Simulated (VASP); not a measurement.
Runs of VASP 6.6.1 on InOs. The structure is that of space group P-6m2 (No. 187), or close to it. The cells are those of the table. 

| task | spin | cell | k mesh | cutoff (eV) | gap on the mesh (eV) | pressure (GPa) | relaxed volume (Å³/atom) |
| --- | --- | --- | --- | --- | --- | --- | --- |
| relaxation of cell and atoms | off | relaxed from a = 3.134, b = 3.134, c = 4.729 Å, angles 90.0, 90.0, 120.0°, 2 atoms | 6 × 6 × 4 | 600 | none | 0.0 | (a) |
| single point | off | a = 3.022, b = 3.022, c = 4.395 Å, angles 90.0, 90.0, 120.0°, 2 atoms | 24 × 24 × 14 | 520 | none | 0.0 | - |
| single point | off | a = 3.038, b = 3.038, c = 4.351 Å, angles 90.0, 90.0, 120.0°, 2 atoms | 6 × 6 × 4 | 520 | none | -0.1 | - |
| single point | collinear, ferromagnetic start | a = 3.038, b = 3.038, c = 4.351 Å, angles 90.0, 90.0, 120.0°, 2 atoms | 6 × 6 × 4 | 520 | none | -0.1 | - |
| relaxation of cell and atoms | off | relaxed from a = 3.038, b = 3.038, c = 4.351 Å, angles 90.0, 90.0, 120.0°, 2 atoms | 24 × 24 × 14 | 600 | none | 0.1 | 17.38 |
| single point | off | a = 3.134, b = 3.134, c = 4.729 Å, angles 90.0, 90.0, 120.0°, 2 atoms | 6 × 6 × 4 | 520 | none | -19.2 | - |

Alike in all rows: level PBE; potentials or basis VASP PAW PBE potentials, release 64 (In_d, Os); smearing gaussian 0.1 eV.

**Question.** Fill in the values left out.

**Answer.** (a) 17.39.

Caveats: some runs use coarse meshes; spin-orbit coupling is left out, which moves the levels of the heavy elements.

A k mesh can miss the band edges, and the runs leave out spin-orbit coupling on In, Os.

A gap of «none» marks levels without a gap at the run's occupations.
